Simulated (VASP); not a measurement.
Here is a VASP 6.6.1 calculation.

The input INCAR:

```
PREC = Accurate ; ENCUT = 520
EDIFF = 1E-7 ; ISMEAR = 0
SIGMA = 0.1 ; LREAL = False
LASPH = True ; NELM = 80
ALGO = Normal ; ISIF = 2
LWAVE = False ; LCHARG = False
LDIPOL = True ; IDIPOL = 3
DIPOL = 0.5 0.5 0.500 ; GGA = PE
IVDW = 12 ; NBANDS = 11
```

KPOINTS

```
Automatic mesh
0
Gamma
  21 21 1
```

The input POSCAR:

```
C
1.0
    2.2810000000      0.0000000000      0.0000000000
   -1.1405000000      1.9754039460      0.0000000000
    0.0000000000      0.0000000000     26.0024170307
C
2
Direct
    0.6666666667      0.3333333333      0.5192289817
    0.3333333333      0.6666666667      0.4807710183
```

Potentials or basis: VASP PAW PBE potentials, release 64 (C).

Run with:

```sh
$ cat potpaw_PBE.64/C/POTCAR > POTCAR
$ mpirun -np 1 vasp_std > vasp.out
```

(1) Estimate the band gap on the k mesh.

(2) What does it give for the dispersion energy per atom?

## Answers

(1) zero (band 4 reaches -1.42 eV, above the bottom of band 5 at -5.68 eV).

(2) -0.081 eV.
